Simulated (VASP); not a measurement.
# GaN (P6_3mc) in VASP: phonons with r2SCAN

Aim: the phonons of GaN with r2SCAN.

Everything below comes from runs of VASP 6.6.1. Logs are shortened: lines on timing, memory, paths and dates and some standing lists are left out, and cuts for length are marked.

### Step 1. The cell of the first run

Symmetry: P6_3mc, No. 186, hexagonal system. Conventional cell: a = 3.104 Å, b = 3.104 Å, c = 5.246 Å, α = 90.00°, β = 90.00°, γ = 120.00°. Within 2.5 Å of Ga (site symmetry 3m) lie 4 N at 1.92 to 1.94 Å. N (site symmetry 3m) has 4 Ga at 1.92 to 1.94 Å within 2.5 Å.

### Step 2. Phonons, r2SCAN

File INCAR:

```
PREC = Accurate
ENCUT = 520
EDIFF = 1E-8
ISMEAR = 0
SIGMA = 0.01
LREAL = F
LASPH = T
NELM = 80
ALGO = Normal
ISIF = 2
LWAVE = F
LCHARG = F
METAGGA = R2SCAN
LMIXTAU = T
IBRION = 6
NFREE = 2
POTIM = 0.015
NSW = 1
```

File KPOINTS:

```
Automatic mesh
0
Gamma
  8 8 5
```

File POSCAR:

```
GaN
1.0
    3.1035412319      0.0000000000      0.0000000000
   -1.5517706159      2.6877455485      0.0000000000
    0.0000000000      0.0000000000      5.2457013068
Ga N
2 2
Direct
    0.3333333333      0.6666666667      0.0033511732
    0.6666666667      0.3333333333      0.5033511732
    0.3333333333      0.6666666667      0.3736488268
    0.6666666667      0.3333333333      0.8736488268
```

Potentials or basis: VASP PAW PBE potentials, release 64 (Ga_d, N).

Run with:

```sh
$ cat potpaw_PBE.64/Ga_d/POTCAR potpaw_PBE.64/N/POTCAR > POTCAR
$ mpirun -np 1 vasp_std > vasp.out
```

OUTCAR:

```text
PREC = Accurate
   ENCUT = 520
   EDIFF = 1E-8
   ISMEAR = 0
   LREAL = F
   LASPH = T
   NELM = 80
   ISIF = 2
   METAGGA = R2SCAN
   IBRION = 6
   NFREE = 2
   POTIM = 0.015
   NSW = 1

 ion  position               nearest neighbor table
   1  0.333  0.667  0.003-   4 1.92   4 1.92   4 1.92   3 1.94
   2  0.667  0.333  0.503-   3 1.92   3 1.92   3 1.92   4 1.94
   3  0.333  0.667  0.374-   2 1.92   2 1.92   2 1.92   1 1.94
   4  0.667  0.333  0.874-   1 1.92   1 1.92   1 1.92   2 1.94

  LATTYP: Found a hexagonal cell.
 ALAT       =     3.1035412319
 C/A-ratio  =     1.6902309055

  Lattice vectors:

 A1 = (   3.1035412319,   0.0000000000,   0.0000000000)
 A2 = (  -1.5517706159,   2.6877455485,   0.0000000000)
 A3 = (   0.0000000000,   0.0000000000,   5.2457013068)

Analysis of symmetry for initial positions (statically):
=====================================================================
 Subroutine PRICEL returns:
 Original cell was already a primitive cell.

 Routine SETGRP: Setting up the symmetry group for a
 hexagonal supercell.

 Subroutine GETGRP returns: Found 12 space group operations
 (whereof  6 operations were pure point group operations)
 out of a pool of 24 trial point group operations.

The static configuration has the point symmetry C_3v.
 The point group associated with its full space group is C_6v.

Analysis of symmetry for dynamics (positions and initial velocities):
=====================================================================
 Subroutine PRICEL returns:
 Original cell was already a primitive cell.

 Routine SETGRP: Setting up the symmetry group for a
 hexagonal supercell.

 Subroutine GETGRP returns: Found 12 space group operations
 (whereof  6 operations were pure point group operations)
 out of a pool of 24 trial point group operations.

The dynamic configuration has the point symmetry C_3v.
[... 161 lines left out ...]
  -------------------------------------------------------------------------------------
  Total        3.7073069      3.7073069      0.3090929      0.0000000      0.0000000      0.0000000
  in kB      135.7437658    135.7437658     11.3174951      0.0000000      0.0000000      0.0000000
  external PRESSURE =      94.2683423 kB  Pullay stress =       0.0000000 kB
[... 291 lines left out ...]
--------------------------------------- Ionic step        9  -------------------------------------------

 number of electron      36.0000006 magnetization

 Free energy of the ion-electron system (eV)
  ---------------------------------------------------
  ext. energy  EPLUGINS =         0.00000000
  ---------------------------------------------------
  free energy    TOTEN  =       -43.72065328 eV

  energy without entropy =      -43.72065328  energy(sigma->0) =      -43.72065328

 E-fermi :   5.6818     XC(G=0): -12.8986

 val. band max:        5.6313581523   @ k =   0.0000   0.0000   0.0000
 cond. band min:       8.0393116479   @ k =   0.0000   0.0000   0.0000
 fundamental gap:      2.4079534957
 Fermi energy:         5.6817502449

 k-point     1 :       0.0000    0.0000    0.0000
  band No.  band energies     occupation
      1     -11.6180      2.00000
      2     -10.5199      2.00000
      3      -8.3570      2.00000
      4      -8.3223      2.00000
      5      -8.3223      2.00000
      6      -8.2483      2.00000
[... 589 lines left out ...]
     21      14.0625      0.00000
     22      14.4987      0.00000

 [... further k-points ...]

------------------------ aborting loop because EDIFF is reached ----------------------------------------

  FORCE on cell =-STRESS in cart. coord.  units (eV):
  Direction    XX          YY          ZZ          XY          YZ          ZX
  --------------------------------------------------------------------------------------
  -------------------------------------------------------------------------------------
  Total        3.5966899      3.5966899      0.4684373      0.0000000      0.0000000     -0.0000000
  in kB      131.6935020    131.6935020     17.1519219      0.0000000      0.0000000     -0.0000000
  external PRESSURE =      93.5129753 kB  Pullay stress =       0.0000000 kB
[... 19 lines left out ...]
  FREE ENERGIE OF THE ION-ELECTRON SYSTEM (eV)
  ---------------------------------------------------
  free  energy   TOTEN  =       -43.7206532833 eV

  energy  without entropy=      -43.7206532833  energy(sigma->0) =      -43.72065328

 INTERNAL STRAIN TENSORS FROM DISPLACED ATOMS
 ============================================

 INTERNAL STRAIN TENSOR FOR ION    1 for displacements in x,y,z  (eV/Angst):
          X           Y           Z          XY          YZ          ZX
  --------------------------------------------------------------------------------
  x    -0.00000     0.00000     0.00000   -10.80041    -0.00000    -7.36632
  y   -10.80041    10.80041     0.00000     0.00000    -7.36705    -0.00000
  z    -7.25410    -7.25410    10.02206    -0.00000    -0.00000    -0.00000

 INTERNAL STRAIN TENSOR FOR ION    4 for displacements in x,y,z  (eV/Angst):
          X           Y           Z          XY          YZ          ZX
  --------------------------------------------------------------------------------
  x     0.00000    -0.00000    -0.00000    11.86149     0.00000     7.57320
  y    11.86149   -11.86149     0.00000    -0.00000     7.57392     0.00000
  z     7.48986     7.48986    -9.93543     0.00000     0.00000     0.00000

 Eigenvectors and eigenvalues of the dynamical matrix
 ----------------------------------------------------

   1 f  =   21.713692 THz   136.431148 2PiTHz  724.290789 cm-1    89.800572 meV
             X         Y         Z           dx          dy          dz
     -0.000000  1.791830  0.017579     0.000000   -0.000000    0.020819
      1.551771  0.895915  2.640430     0.000000   -0.000000   -0.020819
     -0.000000  1.791830  1.960050     0.000000   -0.000000   -0.706800
      1.551771  0.895915  4.582901    -0.000000    0.000000    0.706800
[... 71 lines left out ...]
  12 f/i=    0.092081 THz     0.578561 2PiTHz    3.071485 cm-1     0.380815 meV
             X         Y         Z           dx          dy          dz
     -0.000000  1.791830  0.017579    -0.479087   -0.434497    0.000000
      1.551771  0.895915  2.640430    -0.479087   -0.434497    0.000000
     -0.000000  1.791830  1.960050    -0.211711   -0.192007    0.000000
      1.551771  0.895915  4.582901    -0.211711   -0.192007    0.000000

 ELASTIC MODULI CONTR FROM IONIC RELAXATION (kBar)
 Direction    XX          YY          ZZ          XY          YZ          ZX
 --------------------------------------------------------------------------------
 XX        -943.2708    364.5332    391.7460     -0.0000     -0.0000      0.0000
 YY         364.5332   -943.2708    391.7460     -0.0000      0.0000     -0.0000
 ZZ         391.7460    391.7460   -530.3437      0.0000     -0.0000     -0.0000
 XY          -0.0000     -0.0000      0.0000   -653.9020     -0.0000     -0.0000
 YZ          -0.0000      0.0000     -0.0000     -0.0000   -274.1587     -0.0000
 ZX           0.0000     -0.0000     -0.0000     -0.0000     -0.0000   -274.1054
 --------------------------------------------------------------------------------
```

Wall time 23 min (1 thread of Intel Xeon Platinum 8488C (Sapphire Rapids), shared host); peak memory 0.36 GiB.

What came out:

```yaml
Highest_phonon_frequency_at_Γ_LO-TO_splitting_left_out: 724 cm⁻¹
```

Phonon frequencies in cm⁻¹ (negative: imaginary):
```csv
q point,frequencies
"(0.000, 0.000, 0.000)",-3 -3 -3 126 126 356 564 592 592 603 603 724
```

Caveat: the cell stands under pressure or tension, which shifts response properties; the PAW data sets were made with another functional, which shifts forces and pressure a little.
